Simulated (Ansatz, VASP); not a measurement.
## SiO2 in VASP and in Ansatz

```
Si O
1.0
     4.35260    0.00000    0.00000
     0.00000    4.35260    0.00000
     0.00000    0.00000    2.77559
Si O
2 4
Direct
  0.00000 0.00000 0.00000
  0.50000 0.50000 0.50000
  0.31091 0.31091 0.00000
  0.18909 0.81091 0.50000
  0.81091 0.18909 0.50000
  0.68909 0.68909 0.00000
```

Change from the starting cell: hydrostatic strain +4.0%.

Alike in both runs: task single point; functional HSE06; k mesh 4 × 4 × 6; no spin polarisation.

```csv
,VASP,Ansatz
version,VASP 6.6.1,Ansatz 0.2.0
potentials or method,"VASP PAW PBE potentials, release 64 (Si, O)","plane waves, PAW"
plane-wave cutoff (eV),520,420
occupations,"gaussian, width 0.01 eV",fixed
valence electrons in the cell,32,32
```

```csv
,VASP,Ansatz,Ansatz less VASP
gap on the k mesh at the Fermi level (eV),5.71,5.74,+0.024
pressure (GPa),-30.5,-30.4,+0.05
"traceless stress, the component that is largest in VASP (GPa)",-9.29,-9.63,-0.344
rms of the force components (eV/Å),0.030,0.036,+0.0054
```

Atom by atom the forces differ by 0.005 eV/Å (rms over components). Both programs put the cell under strong tension, so it lies far from rest at this level. Ansatz's warnings: stress exchange threshold loose, stress scf threshold loose.

Noted on VASP's run: the cell as given lies far from equilibrium.
